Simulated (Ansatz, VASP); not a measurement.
**ZnS in VASP and in Ansatz**

The input POSCAR:

```
ZnS
1.0
    0.0000000000      2.6468416657      2.6468416657
    2.6468416657      0.0000000000      2.6468416657
    2.6468416657      2.6468416657      0.0000000000
Zn S
1 1
Direct
    0.7500000000      0.7500000000      0.7500000000
    0.0000000000      0.0000000000      0.0000000000
```

File INCAR.step1:

```
PREC = Accurate ; ENCUT = 520
EDIFF = 1E-5 ; ISMEAR = -1
SIGMA = 0.01 ; LREAL = F
LASPH = T ; NELM = 60
ALGO = Normal ; ISIF = 2
LWAVE = T ; LCHARG = F
NBANDS = 16 ; GGA = PE
```

File INCAR.step2:

```
PREC = Accurate ; ENCUT = 520
EDIFF = 1E-7 ; ISMEAR = -1
SIGMA = 0.01 ; LREAL = F
LASPH = T ; NELM = 60
ALGO = Normal ; ISIF = 2
LWAVE = F ; LCHARG = F
GGA = B3 ; LHFCALC = T
AEXX = 0.2 ; AGGAX = 0.72
AGGAC = 0.81 ; ALDAC = 0.19
PRECFOCK = Normal ; NBANDS = 16
ISTART = 1
```

The input KPOINTS:

```
Automatic mesh
0
Gamma
  6 6 6
```

Contents of input.yaml:

```yaml
crystal:
  lattice:
    - [0.0, 2.6468416657, 2.6468416657]
    - [2.6468416657, 0.0, 2.6468416657]
    - [2.6468416657, 2.6468416657, 0.0]
  atoms:
    - { symbol: Zn, position: [0.75, 0.75, 0.75] }
    - { symbol: S, position: [0.0, 0.0, 0.0] }
hamiltonian:
  xc: b3lyp
  pseudopotentials: { kind: paw }
kpoints:
  mp_grid: { grid: [6, 6, 6] }
scf:
  occupations: { method: fermi_dirac, width: 0.01 }
output:
  forces: true
  stress: true
  eigenvalues: true
```

Alike in both runs: task single point; functional B3LYP; k mesh 6 × 6 × 6; occupations fermi-dirac, width 0.01 eV; no spin polarisation.

```csv
,VASP,Ansatz
version,VASP 6.6.1,Ansatz 0.2.0
potentials or method,"VASP PAW PBE potentials, release 64 (Zn, S)",Ansatz PAW
plane-wave cutoff (eV),520,420
valence electrons in the cell,18,18
```

Ansatz gave:

| Property | Result |
| --- | --- |
| gap on the k mesh at the Fermi level (eV) | 3.93 |
| least direct gap on the mesh (eV) | 3.93 |
| pressure (GPa) | 9.8 |

Problem. Which values does VASP return?

Solution. gap on the k mesh at the Fermi level (eV): 3.97; least direct gap on the mesh (eV): 3.97; pressure (GPa): 9.7.

VASP's potentials were made for PBE, not for B3LYP. The functional is the same, so the differences come from potentials, cutoffs and numerics.
